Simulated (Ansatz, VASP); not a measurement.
**One calculation of Sb2Pt, two programs**

```xyz
3
Lattice="0.0000 3.3239 3.3239 3.3239 0.0000 3.3239 3.3239 3.3239 0.0000" Properties=species:S:1:pos:R:3 pbc="T T T"
Sb    1.6619    1.6619    1.6619
Sb    4.9858    4.9858    4.9858
Pt    0.0000    0.0000    0.0000
```

Alike in both runs: functional PBE; k mesh 6 × 6 × 6; occupations gaussian, width 0.1 eV; no spin polarisation.

Ansatz relaxed the structure, and its values are those at the end. VASP's run is a single point on that final structure, the one shown.

|  | VASP | Ansatz |
| --- | --- | --- |
| version | VASP 6.6.1 | Ansatz 0.2.0 |
| potentials or method | VASP PAW PBE potentials, release 64 (Sb, Pt), cutoff 520 eV | scalar-relativistic, plane waves, PAW |
| valence electrons in the cell | 20 | 48 |

```csv
,VASP,Ansatz,Ansatz less VASP
gap on the k mesh at the Fermi level (eV),none,none,-
pressure (GPa),-0.3,-0.1,+0.25
```

A gap of «none» marks a metal or a gap that the smearing closes. The functional is the same, so the differences come from potentials, cutoffs and numerics. VASP's potentials hold 20 valence electrons a cell and Ansatz's 48, so a difference there can come from the potentials and not from the codes.

Spin-orbit coupling is off throughout.
